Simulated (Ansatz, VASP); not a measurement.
# One calculation of Cr, two programs

Contents of INCAR:

```
SYSTEM = Cr
PREC = Accurate
ENCUT = 520
EDIFF = 1E-6
ISMEAR = 0
SIGMA = 0.05
LREAL = .False.
LASPH = .True.
NELM = 100
ALGO = Fast
ISIF = 2
LWAVE = .False.
LCHARG = .False.
GGA = PE
NBANDS = 12
```

KPOINTS

```
Automatic mesh
0
Gamma
  20 20 20
  0 0 0
```

Contents of POSCAR:

```
Cr
1.0
   -1.4238017299      1.4238017299      1.4238017299
    1.4238017299     -1.4238017299      1.4238017299
    1.4238017299      1.4238017299     -1.4238017299
Cr
1
Direct
    0.0000000000      0.0000000000      0.0000000000
```

Input for Ansatz:

```yaml
crystal:
  lattice:
    - [-1.42380173, 1.42380173, 1.42380173]
    - [1.42380173, -1.42380173, 1.42380173]
    - [1.42380173, 1.42380173, -1.42380173]
  atoms:
    - { symbol: Cr, position: [0.0, 0.0, 0.0] }
basis:
  ecutwfc: 420
  ecutrho_ratio: 4
kpoints:
  mp_grid: { grid: [20, 20, 20] }
hamiltonian:
  xc: pbe
scf:
  occupations: { method: gaussian, width: 0.05 }
output:
  forces: true
  stress: true
  eigenvalues: true
```

Alike in both runs: task single point; functional PBE; k mesh 20 × 20 × 20; occupations gaussian, width 0.05 eV; no spin polarisation.

```csv
,VASP,Ansatz
version,VASP 6.6.1,Ansatz 0.2.0
potentials or method,"VASP PAW PBE potentials, release 64 (Cr_pv), cutoff 520 eV","scalar-relativistic, plane waves, PAW"
valence electrons in the cell,12,14
```

Ansatz gave:

- gap on the k mesh at the Fermi level (eV): none
- pressure (GPa): 0.0

Which values does VASP return?

gap on the k mesh at the Fermi level (eV): none; pressure (GPa): -0.3.

A gap of «none» marks a metal or a gap that the smearing closes. VASP's potentials hold 12 valence electrons a cell and Ansatz's 14, so a difference there can come from the potentials and not from the codes.
